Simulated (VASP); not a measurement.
Ge, 2 atoms in the cell. It takes space group Fd-3m (No. 227, cubic). Conventional cell: a = 5.799 Å, b = 5.799 Å, c = 5.799 Å, α = 90.00°, β = 90.00°, γ = 90.00°. Ge (site symmetry -43m) has 4 Ge at 2.51 Å within 3.3 Å.  This cell differs from its parent crystal: strain +0.025 along x and y, +0.025 along z.

```yaml
Program: VASP 6.6.1
Task: single point
Functional: PBE
Potentials_or_basis: VASP PAW PBE potentials, release 64 (Ge_d)
Cutoff: 520 eV
k_mesh: 14 × 14 × 14
Occupations: gaussian, width 0.15 eV
Spin: no spin polarisation
Dipole_correction: no
Further_INCAR_settings: ALGO = Normal; EDIFF = 1e-07; NBANDS = 21
```

Potentials or basis: VASP PAW PBE potentials, release 64 (Ge_d).

Launch:

```sh
$ cat potpaw_PBE.64/Ge_d/POTCAR > POTCAR
$ mpirun -np 1 vasp_std > vasp.out
```

Hardware: 1 thread of Intel(R) Xeon(R) 6975P-C (Granite Rapids) (shared host).

How long does it take, and how much memory?

Run time: 42 s on 1 thread of Intel(R) Xeon(R) 6975P-C (Granite Rapids), with other jobs on the host, peak memory 0.22 GiB. Counts: scf iterations 12, k points 104.
